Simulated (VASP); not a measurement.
Input of a VASP 6.6.1 run:

INCAR

```
PREC     = Accurate       # precision mode
ENCUT    = 600            # plane-wave cutoff, eV
EDIFF    = 1E-8           # SCF threshold, eV
ISMEAR   = 0              # smearing method
SIGMA    = 0.01           # smearing width, eV
LREAL    = False          # projectors in reciprocal space
LASPH    = True           # aspherical terms in the spheres
NELM     = 100            # most SCF steps
ALGO     = Normal         # electronic algorithm
ISIF     = 3              # what is computed and relaxed
LWAVE    = False          # write WAVECAR
LCHARG   = True           # write CHGCAR
GGA      = PS             # functional
NBANDS   = 11             # bands
IBRION   = 6              # ionic algorithm
NFREE    = 2            
POTIM    = 0.015          # step
NSW      = 1              # ionic steps
```

File KPOINTS:

```
Automatic mesh
0
Gamma
  10 10 10
```

File POSCAR:

```
MgO
1.0
    0.0000000000      2.0785902557      2.0785902557
    2.0785902557      0.0000000000      2.0785902557
    2.0785902557      2.0785902557      0.0000000000
Mg O
1 1
Direct
    0.0000000000      0.0000000000      0.0000000000
    0.5000000000      0.5000000000      0.5000000000
```

Potentials or basis: VASP PAW PBE potentials, release 64 (Mg, O).

Run with:

```sh
$ cat potpaw_PBE.64/Mg/POTCAR potpaw_PBE.64/O/POTCAR > POTCAR
$ mpirun -np 1 vasp_std > vasp.out
```

Question: What does it give for the elastic constants C11, C12, C44?

Answer: 351, 95, 152 GPa.

Question: Estimate the Voigt bulk modulus.

Answer: 180 GPa.

Question: Estimate the highest phonon frequency at Γ, LO-TO splitting left out.

Answer: 429 cm⁻¹.

Elastic tensor in Voigt notation (GPa, in the Cartesian axes of the cell as first typed):
```
351  95  95   0   0   0
 95 351  95   0   0   0
 95  95 351   0   0   0
  0   0   0 152   0   0
  0   0   0   0 152   0
  0   0   0   0   0 152
```

Caveat: the cell is under stress, which shifts elastic constants; the PAW data sets were made with another functional, which shifts forces and pressure a little.
